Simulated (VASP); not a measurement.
A run of VASP 6.6.1 is set up as follows.

The input INCAR:

```
PREC = Accurate
ENCUT = 520
EDIFF = 1E-7
ISMEAR = 0
SIGMA = 0.1
LREAL = False
LASPH = True
NELM = 60
ALGO = Fast
ISIF = 2
LWAVE = False
LCHARG = True
GGA = PE
LELF = True
LVHAR = True
NBANDS = 21
```

KPOINTS

```
Automatic mesh
0
Gamma
  6 6 6
```

POSCAR

```
SnW
1.0
    3.3393755597      0.0000000000      0.0000000000
    0.0000000000      3.3393755597      0.0000000000
    0.0000000000      0.0000000000      3.3393755597
Sn W
1 1
Direct
    0.5000000000      0.5000000000      0.5000000000
    0.0000000000      0.0000000000      0.0000000000
```

Potentials or basis: VASP PAW PBE potentials, release 64 (Sn_d, W_sv).

Command:

```sh
$ cat potpaw_PBE.64/Sn_d/POTCAR potpaw_PBE.64/W_sv/POTCAR > POTCAR
$ mpirun -np 1 vasp_std > vasp.out
```

Estimate the band gap on the k mesh.

zero (bands 14 and 15 overlap by 2.99 eV).

Estimate the pressure.

0.1 GPa.

Caveat: spin-orbit coupling is left out, which moves the levels of the heavy elements.
